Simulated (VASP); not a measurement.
Set up this calculation in VASP 6.6.1, as the native input.

```yaml
Task: single point
Functional: PBE
Potentials_or_basis: VASP PAW PBE potentials, release 64 (B, N)
Cutoff: 520 eV
k_mesh: 12 × 12 × 12
Occupations: gaussian, width 0.05 eV
Spin: no spin polarisation
Dipole_correction: no
Further_INCAR_settings: ALGO = Normal; EDIFF = 1e-07; NBANDS = 11
```

The structure of BN lies in POSCAR:

```
BN
1.0
    0.0000000000      1.7556751164      1.9312426281
    1.7556751164      0.0000000000      1.9312426281
    1.7556751164      1.7556751164      0.0000000000
B N
1 1
Direct
    0.0000000000      0.0000000000      0.0000000000
    0.7500000000      0.7500000000      0.7500000000
```

This cell differs from its parent crystal: ratio of the length along z to the lengths across it x 1.1, volume and fractional coordinates fixed.

These files were run (other wordings do the same):

INCAR

```
SYSTEM = BN
PREC     = Accurate       ! precision mode
ENCUT    = 520            ! plane-wave cutoff, eV
EDIFF    = 1E-7           ! SCF threshold, eV
ISMEAR   = 0              ! smearing method
SIGMA    = 0.05           ! smearing width, eV
LREAL    = .FALSE.        ! projectors in reciprocal space
LASPH    = .TRUE.         ! aspherical terms in the spheres
NELM     = 80             ! most SCF steps
ALGO     = Normal         ! electronic algorithm
ISIF     = 2              ! what is computed and relaxed
LWAVE    = .FALSE.        ! write WAVECAR
LCHARG   = .FALSE.        ! write CHGCAR
GGA      = PE             ! functional
NBANDS   = 11             ! bands
```

KPOINTS

```
regular mesh
0
G
  12 12 12
  0 0 0
```

Potentials or basis: VASP PAW PBE potentials, release 64 (B, N).

Run with:

```bash
$ cat potpaw_PBE.64/B/POTCAR potpaw_PBE.64/N/POTCAR > POTCAR
$ mpirun -np 1 vasp_std > vasp.out
```

Results of the run:

The pressure is 0.2 GPa. The band gap on the k mesh is 3.59 eV, indirect (least direct gap 8.20 eV).

Wall time 33 s on 1 thread of AMD EPYC 7R13, on a shared host, peak memory 0.1 GiB.
